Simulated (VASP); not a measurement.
# InGa5P6 (Pmmm) in VASP: relaxation of cell and atoms with PBE

Aim: the relaxation of cell and atoms of InGa5P6 with PBE.

All numbers are computed with VASP 6.6.1; they aren't measurements. Logs are shortened: lines on timing, memory, paths and dates and some standing lists are left out, and cuts for length are marked.

**1. The cell of the first run**

It takes space group Pmmm (No. 47, orthorhombic). The conventional cell has a = 3.831 Å, b = 5.417 Å, c = 11.492 Å, α = 90.00°, β = 90.00°, γ = 90.00°. In (site symmetry mmm) has 6 P at 2.71 Å within 3.6 Å. Ga (site symmetry mm2) has 6 P at 2.71 Å within 3.6 Å. Ga (site symmetry mm2) has 6 P at 2.71 Å within 3.6 Å. Within 3.6 Å of Ga (site symmetry mmm) lie 6 P at 2.71 Å. Within 3.6 Å of P (site symmetry mm2) lie 4 Ga at 2.71 Å and 2 In at 2.71 Å. P (site symmetry mmm) has 6 Ga at 2.71 Å within 3.6 Å. P (site symmetry mm2) has 6 Ga at 2.71 Å within 3.6 Å. P (site symmetry mmm) has 2 In at 2.71 Å and 4 Ga at 2.71 Å within 3.6 Å.

**2. Relaxation of cell and atoms, PBE**

INCAR

```
SYSTEM = InGa5P6
PREC     = Accurate       ! precision mode
ENCUT    = 600            ! plane-wave cutoff, eV
EDIFF    = 1E-7           ! SCF threshold, eV
ISMEAR   = 0              ! smearing method
SIGMA    = 0.1            ! smearing width, eV
LREAL    = .False.        ! projectors in reciprocal space
LASPH    = .True.         ! aspherical terms in the spheres
NELM     = 80             ! most SCF steps
ALGO     = Normal         ! electronic algorithm
ISIF     = 3              ! what is computed and relaxed
LWAVE    = .False.        ! write WAVECAR
LCHARG   = .False.        ! write CHGCAR
GGA      = PE             ! functional
IBRION   = 2              ! ionic algorithm
NSW      = 90             ! ionic steps
EDIFFG   = -0.04          ! ionic threshold
```

KPOINTS

```
regular mesh
0
Gamma
  4 4 2
  0 0 0
```

POSCAR

```
InGa5P6
1.0
    3.8305040100      0.0000000000      0.0000000000
    0.0000000000      5.4171507200      0.0000000000
    0.0000000000      0.0000000000     11.4915120400
In Ga P
1 5 6
Direct
    0.5000000000      0.5000000000      0.0000000000
    0.0000000000      0.0000000000      0.8333333300
    0.0000000000      0.0000000000      0.1666666700
    0.5000000000      0.5000000000      0.3333333300
    0.0000000000      0.0000000000      0.5000000000
    0.5000000000      0.5000000000      0.6666666700
    0.0000000000      0.5000000000      0.1666666700
    0.0000000000      0.5000000000      0.5000000000
    0.5000000000      0.0000000000      0.6666666700
    0.0000000000      0.5000000000      0.8333333300
    0.5000000000      0.0000000000      0.0000000000
    0.5000000000      0.0000000000      0.3333333300
```

Potentials or basis: VASP PAW PBE potentials, release 64 (In_d, Ga_d, P).

Command:

```
$ cat potpaw_PBE.64/In_d/POTCAR potpaw_PBE.64/Ga_d/POTCAR potpaw_PBE.64/P/POTCAR > POTCAR
$ mpirun -np 1 vasp_std > vasp.out
```

OUTCAR:

```text
SYSTEM = InGa5P6
   PREC = Accurate
   ENCUT = 600
   EDIFF = 1E-7
   ISMEAR = 0
   LREAL = .False.
   LASPH = .True.
   NELM = 80
   ISIF = 3
   GGA = PE
   IBRION = 2
   NSW = 90
   EDIFFG = -0.04

 ion  position               nearest neighbor table
   1  0.500  0.500  0.000-  11 2.71  11 2.71   7 2.71  10 2.71   7 2.71  10 2.71
   2  0.000  0.000  0.833-   9 2.71   9 2.71  10 2.71  10 2.71  11 2.71  11 2.71
   3  0.000  0.000  0.167-  12 2.71  12 2.71   7 2.71   7 2.71  11 2.71  11 2.71
   4  0.500  0.500  0.333-   7 2.71   7 2.71  12 2.71  12 2.71   8 2.71   8 2.71
   5  0.000  0.000  0.500-   8 2.71   8 2.71  12 2.71   9 2.71   9 2.71  12 2.71
   6  0.500  0.500  0.667-  10 2.71  10 2.71   9 2.71   9 2.71   8 2.71   8 2.71
   7  0.000  0.500  0.167-   4 2.71   4 2.71   3 2.71   3 2.71   1 2.71   1 2.71
   8  0.000  0.500  0.500-   5 2.71   5 2.71   6 2.71   4 2.71   4 2.71   6 2.71
   9  0.500  0.000  0.667-   2 2.71   2 2.71   6 2.71   6 2.71   5 2.71   5 2.71
  10  0.000  0.500  0.833-   6 2.71   6 2.71   2 2.71   2 2.71   1 2.71   1 2.71
  11  0.500  0.000  0.000-   1 2.71   1 2.71   3 2.71   2 2.71   2 2.71   3 2.71
  12  0.500  0.000  0.333-   3 2.71   3 2.71   4 2.71   4 2.71   5 2.71   5 2.71

  LATTYP: Found a simple orthorhombic cell.
 ALAT       =     3.8305040100
 B/A-ratio  =     1.4142135619
 C/A-ratio  =     3.0000000026

  Lattice vectors:

 A1 = (   3.8305040100,   0.0000000000,   0.0000000000)
 A2 = (   0.0000000000,   5.4171507200,   0.0000000000)
 A3 = (   0.0000000000,   0.0000000000,  11.4915120400)

Analysis of symmetry for initial positions (statically):
=====================================================================
 Subroutine PRICEL returns:
 Original cell was already a primitive cell.

 Routine SETGRP: Setting up the symmetry group for a
 simple orthorhombic supercell.

 Subroutine GETGRP returns: Found  8 space group operations
 (whereof  8 operations were pure point group operations)
 out of a pool of  8 trial point group operations.

The static configuration has the point symmetry D_2h.

Analysis of symmetry for dynamics (positions and initial velocities):
=====================================================================
 Subroutine PRICEL returns:
 Original cell was already a primitive cell.

 Routine SETGRP: Setting up the symmetry group for a
 simple orthorhombic supercell.

 Subroutine GETGRP returns: Found  8 space group operations
 (whereof  8 operations were pure point group operations)
 out of a pool of  8 trial point group operations.

The dynamic configuration has the point symmetry D_2h.

[... 116 lines left out ...]
   NFREE  =      1    steps in history (QN), initial steepest desc. (CG)
   ISIF   =      3    stress and relaxation
   ISYM   =      2    0-nonsym 1-usesym 2-fastsym
   POTIM  = 0.5000    time-step for ionic-motion
   TEBEG  =    0.0;   TEEND  =   0.0 temperature during run
   PSTRESS=    0.0 pullay stress
   NELECT =     108.0000    total number of electrons
   NUPDOWN=      -1.0000    fix difference up-down
   EMIN   =  10.00;   EMAX   =-10.00  energy-range for DOS
   EFERMI =   0.00;   METHOD = LEGACY
   ISMEAR =     0;   SIGMA  =   0.10  broadening in eV -4-tet -1-fermi 0-gaus
   EFERMI_NEDOS =   21; number of points for ismear=-14 and -15
   IALGO  =     38    algorithm
   IMIX   =      4    mixing-type and parameters
     AMIX     =   0.40;   BMIX     =  1.00
     AMIX_MAG =   1.60;   BMIX_MAG =  1.00
  volume/ion in A,a.u.               =      19.87       134.10
  Fermi-wavevector in a.u.,A,eV,Ry     =   1.257230  2.375820 21.505740  1.580627
  Thomas-Fermi vector in A             =   2.390899
   LORBIT       =      0    0 simple, 1 ext, 2 COOP (PROOUT), +10 PAW based schemes
   GGA     = PE    functional components
   LHFCALC =     F    Hartree Fock is set to
   AEXX    =    0.0000 exact exchange contribution
   IVDW    =     0    specifies the selected vdW correction
   LEPSILON=     F    determine dielectric tensor
   LRPA    =     F    only Hartree local field effects (RPA)
 conjugate gradient relaxation of ions
 non-spin polarized calculation
 Gauss-broadening in eV      SIGMA  =   0.10
  energy-cutoff  :      600.00
  volume of cell :      238.45
 maximum number of plane-waves:      8020
 NGX is ok and might be reduce to    32
   NGX = 15   NGY = 21   NGZ = 45

--------------------------------------- Ionic step        1  -------------------------------------------

 number of electron     108.0000080 magnetization

 Free energy of the ion-electron system (eV)
  ---------------------------------------------------
  ext. energy  EPLUGINS =         0.00000000
  ---------------------------------------------------
  free energy    TOTEN  =       -48.19892419 eV

  energy without entropy =      -48.12047516  energy(sigma->0) =      -48.15969968

------------------------ aborting loop because EDIFF is reached ----------------------------------------

  FORCE on cell =-STRESS in cart. coord.  units (eV):
  Direction    XX          YY          ZZ          XY          YZ          ZX
  --------------------------------------------------------------------------------------
  -------------------------------------------------------------------------------------
  Total       -8.5671702    -11.0819364     -8.6537650     -0.0000000      0.0000000      0.0000000
  in kB      -57.5630717    -74.4598609    -58.1449049     -0.0000000      0.0000000      0.0000000
  external PRESSURE =     -63.3892792 kB  Pullay stress =       0.0000000 kB
[... 119 lines left out ...]
  FREE ENERGIE OF THE ION-ELECTRON SYSTEM (eV)
  ---------------------------------------------------
  free  energy   TOTEN  =       -48.7459603969 eV

  energy  without entropy=      -48.6817645669  energy(sigma->0) =      -48.71386248

[... ionic steps 4 to 13 ...]

--------------------------------------- Ionic step       14  -------------------------------------------

 number of electron     108.0000031 magnetization

------------------------ aborting loop because EDIFF is reached ----------------------------------------
[... 87 lines left out ...]
--------------------------------------- Ionic step       16  -------------------------------------------

 number of electron     108.0000038 magnetization

 Free energy of the ion-electron system (eV)
  ---------------------------------------------------
  ext. energy  EPLUGINS =         0.00000000
  ---------------------------------------------------
  free energy    TOTEN  =       -48.92502303 eV

  energy without entropy =      -48.88067618  energy(sigma->0) =      -48.90284961

 E-fermi :   6.5317     XC(G=0): -10.8306

 val. band max:        6.5026541761   @ k =   0.5000   0.2500   0.0000
 cond. band min:       6.5727736661   @ k =   0.5000   0.2500   0.0000
 fundamental gap:      0.0701194900
 Fermi energy:         6.5317035858

 k-point     1 :       0.0000    0.0000    0.0000
  band No.  band energies     occupation
      1      -8.3686      2.00000
      2      -8.2770      2.00000
      3      -8.2494      2.00000
      4      -8.1597      2.00000
      5      -8.1567      2.00000
      6      -8.1559      2.00000
[... 1234 lines left out ...]
  FREE ENERGIE OF THE ION-ELECTRON SYSTEM (eV)
  ---------------------------------------------------
  free  energy   TOTEN  =       -48.9250230311 eV

  energy  without entropy=      -48.8806761807  energy(sigma->0) =      -48.90284961

 reached required accuracy - stopping structural energy minimisation
```

CONTCAR:

```text
InGa5P6
   1.00000000000000
     3.6363680638297344   -0.0000000000000000    0.0000000000000000
    -0.0000000000000000    5.1264964315819279    0.0000000000000000
     0.0000000000000000    0.0000000000000000   11.5461920648853837
  In              Ga              P
     1     5     6
Direct
     0.5000000000000000    0.5000000000000000    0.0000000000000000
     0.0000000000000000    0.0000000000000000    0.8324501016462809
     0.0000000000000000    0.0000000000000000    0.1675498983537191
     0.5000000000000000    0.5000000000000000    0.3383312268518791
     0.0000000000000000    0.0000000000000000    0.5000000000000000
     0.5000000000000000    0.5000000000000000    0.6616687731481208
     0.0000000000000000    0.5000000000000000    0.1855185179700176
     0.0000000000000000    0.5000000000000000    0.5000000000000000
     0.5000000000000000    0.0000000000000000    0.6602839090037386
     0.0000000000000000    0.5000000000000000    0.8144814820299825
     0.5000000000000000    0.0000000000000000    0.0000000000000000
     0.5000000000000000    0.0000000000000000    0.3397160909962614

  0.00000000E+00  0.00000000E+00  0.00000000E+00
  0.00000000E+00  0.00000000E+00  0.00000000E+00
  0.00000000E+00  0.00000000E+00  0.00000000E+00
  0.00000000E+00  0.00000000E+00  0.00000000E+00
  0.00000000E+00  0.00000000E+00  0.00000000E+00
  0.00000000E+00  0.00000000E+00  0.00000000E+00
  0.00000000E+00  0.00000000E+00  0.00000000E+00
  0.00000000E+00  0.00000000E+00  0.00000000E+00
  0.00000000E+00  0.00000000E+00  0.00000000E+00
  0.00000000E+00  0.00000000E+00  0.00000000E+00
  0.00000000E+00  0.00000000E+00  0.00000000E+00
  0.00000000E+00  0.00000000E+00  0.00000000E+00
```

It took 47 min on 1 thread of Intel Xeon 6975P-C (Granite Rapids), shared host; peak memory 0.61 GiB.

What came out:

- Free energy: -48.9250 eV
- Relaxed volume: 17.94 Å³/atom
- Relaxed cell: a = 3.636 Å, b = 5.126 Å, c = 11.546 Å, α = 90.00°, β = 90.00°, γ = 90.00°
- Space group after relaxing (to 0.1 Å): Pmmm (No. 47)
- Energy gained by relaxing: 60.5 meV/atom
- Ionic steps: 16
- Pressure after relaxing: 0.1 GPa
- Largest force after relaxing: 0.039 eV/Å
- Band gap on the k mesh: zero (bands 54 and 55 overlap by 2.53 eV)

Forces in eV/Å, atoms in the order of the input:
```
In   0.000  0.000  0.000
Ga   0.000  0.000  0.027
Ga   0.000  0.000 -0.027
Ga   0.000  0.000 -0.024
Ga   0.000  0.000  0.000
Ga   0.000  0.000  0.024
P    0.000  0.000 -0.039
P    0.000  0.000  0.000
P    0.000  0.000  0.015
P    0.000  0.000  0.039
P    0.000  0.000  0.000
P    0.000  0.000 -0.015
```

Step by step:
| step | energy change (eV) | largest force (eV/Å) | pressure (GPa) | volume (Å³) |
| --- | --- | --- | --- | --- |
| 1 | 0.0000 | 0.6938 | -6.34 | 238.45 |
| 2 | -0.5386 | 0.8392 | 1.51 | 212.33 |
| 3 | -0.5470 | 0.8284 | 0.47 | 214.88 |
| 4 | -0.6161 | 0.5514 | 0.45 | 214.67 |
| 5 | -0.6721 | 0.1719 | 0.61 | 214.22 |
| 6 | -0.6725 | 0.1815 | 0.64 | 214.18 |
| 7 | -0.6816 | 0.1434 | -0.55 | 217.23 |
| 8 | -0.6818 | 0.1476 | -0.42 | 216.85 |
| 9 | -0.6931 | 0.0934 | -0.36 | 216.62 |
| 10 | -0.7127 | 0.1140 | -0.11 | 215.89 |
| 11 | -0.7205 | 0.1194 | 0.26 | 214.80 |
| 12 | -0.7206 | 0.1175 | 0.23 | 214.91 |
| 13 | -0.7241 | 0.0660 | -0.34 | 216.29 |
| 14 | -0.7242 | 0.0736 | -0.26 | 216.09 |
| 15 | -0.7260 | 0.0501 | 0.14 | 215.04 |
| 16 | -0.7261 | 0.0388 | 0.07 | 215.24 |

Final structure:
```cif
data_structure
_symmetry_space_group_name_H-M 'P 1'
_symmetry_Int_Tables_number 1
_cell_length_a 3.6364
_cell_length_b 5.1265
_cell_length_c 11.5462
_cell_angle_alpha 90.000
_cell_angle_beta 90.000
_cell_angle_gamma 90.000
_cell_volume 215.24
loop_
_atom_site_label
_atom_site_type_symbol
_atom_site_fract_x
_atom_site_fract_y
_atom_site_fract_z
_atom_site_occupancy
In1 In 0.50000 0.50000 0.00000 1
Ga1 Ga 0.00000 0.00000 0.83245 1
Ga2 Ga 0.00000 0.00000 0.16755 1
Ga3 Ga 0.50000 0.50000 0.33833 1
Ga4 Ga 0.00000 0.00000 0.50000 1
Ga5 Ga 0.50000 0.50000 0.66167 1
P1 P 0.00000 0.50000 0.18552 1
P2 P 0.00000 0.50000 0.50000 1
P3 P 0.50000 0.00000 0.66028 1
P4 P 0.00000 0.50000 0.81448 1
P5 P 0.50000 0.00000 0.00000 1
P6 P 0.50000 0.00000 0.33972 1
```

Caveat: the k points lie up to 0.43 Å⁻¹ apart in the final cell, too coarse for converged energies and pressures of a metal; spin-orbit coupling is left out, which moves the levels of the heavy elements.

The gap in the log of VASP goes by the Fermi energy; the results here count the filled bands.